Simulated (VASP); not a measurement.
A run of VASP 6.6.1:

Contents of INCAR:

```
SYSTEM = CrCuO2
PREC = Accurate
ENCUT = 600
EDIFF = 1E-6
ISMEAR = -1
SIGMA = 0.02
LREAL = .FALSE.
LASPH = .TRUE.
NELM = 200
ALGO = Normal
ISIF = 2
LWAVE = .FALSE.
LCHARG = .TRUE.
ISPIN = 2
MAGMOM = 0 0 0 3
LORBIT = 11
LMAXMIX = 4
LDAU = .TRUE.
LDAUTYPE = 2
LDAUL = 2 -1 2
LDAUU = 6.7 0 5.8
LDAUJ = 0 0 0
LDAUPRINT = 1
GGA = PE
LELF = .TRUE.
LVHAR = .TRUE.
NBANDS = 30
GGA_COMPAT = .FALSE.
```

KPOINTS

```
regular mesh
0
G
  8 8 8
  0 0 0
```

Contents of POSCAR:

```
CrCuO2
1.0
    1.4867000100      0.8583466500      5.7000000000
   -1.4867000100      0.8583466500      5.7000000000
    0.0000000000     -1.7166933100      5.7000000000
Cu O Cr
1 2 1
Direct
    0.0000000000      0.0000000000      0.0000000000
    0.1079200000      0.1079200000      0.1079200000
    0.8920800000      0.8920800000      0.8920800000
    0.5000000000      0.5000000000      0.5000000000
```

Potentials or basis: VASP PAW PBE potentials, release 64 (Cu, O, Cr_pv).

The run is started by

```console
$ cat potpaw_PBE.64/Cu/POTCAR potpaw_PBE.64/O/POTCAR potpaw_PBE.64/Cr_pv/POTCAR > POTCAR
$ mpirun -np 1 vasp_std > vasp.out
```

Hardware: 1 thread of Intel(R) Xeon(R) Platinum 8488C (Sapphire Rapids), with other jobs on the host.

Task: Estimate the wall time of this run.

Result: Wall time 8.4 min on 1 thread of Intel(R) Xeon(R) Platinum 8488C (Sapphire Rapids) (shared host), peak memory 0.51 GiB. Counts: scf iterations 16, k points 65.
